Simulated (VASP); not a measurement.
Wanted: the native input for a VASP 6.6.1 run.

* Task: single point
* Functional: PBE
* Potentials or basis: VASP PAW PBE potentials, release 64 (Na_sv, Ag_sv_GW, Pt_sv_GW, C, N)
* Cutoff: 1130 eV
* k mesh: 2 × 2 × 2
* Occupations: gaussian, width 0.1 eV
* Spin: no spin polarisation
* Dipole correction: no
* Further INCAR settings: LREAL = Auto; ALGO = Normal; EDIFF = 1e-06; NBANDS = 63

The structure of NaAgPtC6N6 lies in POSCAR:

```
NaAgPtC6N6
1.0
   -0.3088782976      5.2880612470      6.3567043928
    5.4385816077      0.1532053803      5.9026818201
    5.5804502389      4.9746963374      0.0047946365
Na Ag Pt C N
1 1 1 6 6
Direct
    0.0554647543      0.2586199873      0.2441988647
   -0.0790733815     -0.0608119035      1.1182229547
    0.5261408644      0.4958212440      0.4911029627
    0.7588527903      0.1057350816      0.3418796000
    0.8026007344      0.2101705298      0.8351352433
    0.8058536763      0.7177393721      0.1932366956
    0.2711932618      0.9489703263      0.5187015362
    0.2157790567      0.7509531385      0.1898851576
    0.2365705821      0.3327291650      0.8769874452
    0.6743047338      0.2380346511      0.4134945994
    0.7029628127      0.3370324876      0.7028872502
    0.7149425675      0.6171272309      0.2768275076
    0.3756927820      0.7664195782      0.5439826145
    0.3476888529      0.6479378440      0.2829245310
    0.3410259124      0.3835212669      0.7205330371
```

One way to write it, as run:

INCAR

```
ALGO     = Normal         # electronic algorithm
EDIFF    = 1E-6           # SCF threshold, eV
ENCUT    = 1130           # plane-wave cutoff, eV
GGA      = PE             # functional
GGA_COMPAT= False        
ISIF     = 2              # what is computed and relaxed
ISMEAR   = 0              # smearing method
LASPH    = True           # aspherical terms in the spheres
LCHARG   = False          # write CHGCAR
LREAL    = Auto         
LWAVE    = False          # write WAVECAR
NBANDS   = 63             # bands
NELM     = 120            # most SCF steps
PREC     = Accurate       # precision mode
SIGMA    = 0.1            # smearing width, eV
```

KPOINTS

```
k-points
0
Gamma
  2 2 2
```

Potentials or basis: VASP PAW PBE potentials, release 64 (Na_sv, Ag_sv_GW, Pt_sv_GW, C, N).

Launch:

```sh
$ cat potpaw_PBE.64/Na_sv/POTCAR potpaw_PBE.64/Ag_sv_GW/POTCAR potpaw_PBE.64/Pt_sv_GW/POTCAR potpaw_PBE.64/C/POTCAR potpaw_PBE.64/N/POTCAR > POTCAR
$ mpirun -np 1 vasp_std > vasp.out
```

It gave:

```json
{
 "Pressure": "0.4 GPa",
 "Largest force": "0.374 eV/Å",
 "Band gap on the k mesh": "2.04 eV (least direct gap 2.11 eV)"
}
```

Caveat: the k points lie up to 0.51 Å⁻¹ apart; spin-orbit coupling is left out, which moves the levels of the heavy elements.

Run time: 21 min on 1 thread of Intel(R) Xeon(R) 6975P-C (Granite Rapids), on a shared host, peak memory 1.6 GiB.
